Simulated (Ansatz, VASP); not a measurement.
MgO in VASP and in Ansatz

```
Mg O
1.0
     3.30347    0.00000    0.00000
    -1.65173    2.86089    0.00000
     0.00000    0.00000    5.01939
Mg O
2 2
Direct
  0.30064 0.66667 0.00366
  0.69936 0.33333 0.50366
  0.36366 0.66667 0.40094
  0.63634 0.33333 0.90094
```

Change from the starting cell: mode 4 frozen in at -0.108 Å and mode 5 at -0.000 Å (largest displacements).

Alike in both runs: task single point; functional PBEsol; k mesh 9 × 9 × 6; occupations gaussian, width 0.05 eV; no spin polarisation.

|  | VASP | Ansatz |
| --- | --- | --- |
| version | VASP 6.6.1 | Ansatz 0.2.0 |
| potentials or method | VASP PAW PBE potentials, release 64 (Mg, O), cutoff 520 eV | scalar-relativistic, plane waves, PAW |
| valence electrons in the cell | 16 | 32 |

|  | VASP | Ansatz | Ansatz less VASP |
| --- | --- | --- | --- |
| gap on the k mesh at the Fermi level (eV) | 3.28 | 3.28 | +0.005 |
| least direct gap on the mesh (eV) | 3.28 | 3.28 | +0.005 |
| pressure (GPa) | -0.5 | -0.2 | +0.31 |
| traceless stress, the component that is largest in VASP (GPa) | -0.52 | -0.51 | +0.018 |
| rms of the force components (eV/Å) | 0.175 | 0.173 | -0.0019 |

VASP's potentials were made for PBE, not for PBEsol, and Ansatz warns of the same on its side. Atom by atom the forces differ by 0.002 eV/Å (rms over components). With one functional, cell and mesh, what is left measures potentials, basis and numerics. VASP's potentials hold 16 valence electrons a cell and Ansatz's 32, so a difference there can come from the potentials and not from the codes.
